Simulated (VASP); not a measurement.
Wanted: the native input for a VASP 6.6.1 run.

```
Task                   : relaxation of cell and atoms
Functional             : r2SCAN
Potentials or basis    : VASP PAW PBE potentials, release 64 (Mo_sv)
Cutoff                 : 600 eV
k mesh                 : 19 × 19 × 19
Occupations            : fermi-dirac, width 0.1 eV
Spin                   : no spin polarisation
Dipole correction      : no
Further INCAR settings : ALGO = Normal; EDIFF = 1e-07; IBRION = 2; EDIFFG = -0.02; NSW = 80; ISIF = 3
```

Mo:

```
Mo
1.0
    -1.57342    1.57342    1.57342
     1.57342   -1.57342    1.57342
     1.57342    1.57342   -1.57342
Mo
1
Direct
  0.00000 0.00000 0.00000
```

One way to write it, as run:

POSCAR

```
Mo
1.0
   -1.5734150000      1.5734150000      1.5734150000
    1.5734150000     -1.5734150000      1.5734150000
    1.5734150000      1.5734150000     -1.5734150000
Mo
1
Direct
    0.0000000000      0.0000000000      0.0000000000
```

INCAR.step1

```
SYSTEM = Mo
ALGO = Normal
EDIFF = 1E-4
ENCUT = 600
GGA = PE
ISMEAR = -1
LASPH = .True.
LCHARG = .False.
LREAL = .False.
LWAVE = .True.
NELM = 80
PREC = Accurate
SIGMA = 0.1
```

INCAR.step2

```
SYSTEM = Mo
ALGO = Normal
EDIFF = 1E-7
EDIFFG = -0.02
ENCUT = 600
IBRION = 2
ISIF = 3
ISMEAR = -1
ISTART = 1
LASPH = .True.
LCHARG = .False.
LMIXTAU = .True.
LREAL = .False.
LWAVE = .False.
METAGGA = R2SCAN
NELM = 80
NSW = 80
PREC = Accurate
SIGMA = 0.1
```

KPOINTS

```
k-points
0
Gamma
  19 19 19
  0 0 0
```

Potentials or basis: VASP PAW PBE potentials, release 64 (Mo_sv).

Run with:

```console
$ cat potpaw_PBE.64/Mo_sv/POTCAR > POTCAR
$ cp INCAR.step1 INCAR
$ mpirun -np 1 vasp_std > vasp.out
$ cp INCAR.step2 INCAR
$ mpirun -np 1 vasp_std > vasp.out
```

Results of the run:

```
Relaxed volume                        : 15.70 Å³/atom
Relaxed cell                          : a = 2.732 Å, b = 2.732 Å, c = 2.732 Å, α = 109.47°, β = 109.47°, γ = 109.47°
Space group after relaxing (to 0.1 Å) : Im-3m (No. 229)
Energy gained by relaxing             : 0.8 meV/atom
Ionic steps                           : 3
Pressure after relaxing               : 0.0 GPa
Band gap on the k mesh                : zero (bands 7 and 8 overlap by 5.34 eV)
```

Caveat: the PAW data sets were made with another functional, which shifts forces and pressure a little.

Wall time 3.7 min on 1 thread of Intel(R) Xeon(R) Platinum 8488C (Sapphire Rapids) (shared host), peak memory 0.2 GiB.
